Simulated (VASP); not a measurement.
A run of VASP 6.6.1 is set up as follows.

File INCAR:

```
SYSTEM = Os
ALGO = Normal ; EDIFF = 1E-7
EDIFFG = -0.01 ; ENCUT = 600
GGA = CA ; IBRION = 2
ISIF = 3 ; ISMEAR = -1
LASPH = .TRUE. ; LCHARG = .FALSE.
LREAL = .FALSE. ; LWAVE = .FALSE.
NELM = 80 ; NSW = 80
PREC = Accurate ; SIGMA = 0.1
```

KPOINTS

```
k-points
0
G
  9 9 12
  0 0 0
```

POSCAR

```
Os
1.0
    4.2920416892      0.0000000000      0.0000000000
   -2.1460208446      3.7170171370      0.0000000000
    0.0000000000      0.0000000000      2.6310215555
Os
3
Direct
    0.0000000000      0.0000000000      0.0000000000
    0.3333333333      0.6666666667      0.5000000000
    0.6666666667      0.3333333333      0.5000000000
```

Potentials or basis: VASP PAW LDA potentials, release 64 (Os).

Run with:

```sh
$ cat potpaw_LDA.64/Os/POTCAR > POTCAR
$ mpirun -np 1 vasp_std > vasp.out
```

Q: Predict the band gap on the k mesh.

A: Zero (bands 12 and 13 overlap by 2.98 eV).

Q: What does it give for the space group after relaxing (to 0.1 Å)?

A: P6/mmm (No. 191).

Q: Predict the relaxed volume.

A: 14.11 Å³/atom.

Step by step:
```csv
step,energy change (eV),largest force (eV/Å),pressure (GPa),volume (Å³)
1,0.0000,0.0000,2.84,41.97
2,0.0608,0.0000,-8.38,43.44
3,-0.0342,0.0000,-2.08,42.52
4,-0.0342,0.0000,-1.96,42.50
5,-0.0179,0.0000,7.02,41.68
6,-0.0357,0.0000,-0.04,42.32
```

Caveat: spin-orbit coupling is left out, which moves the levels of the heavy elements.
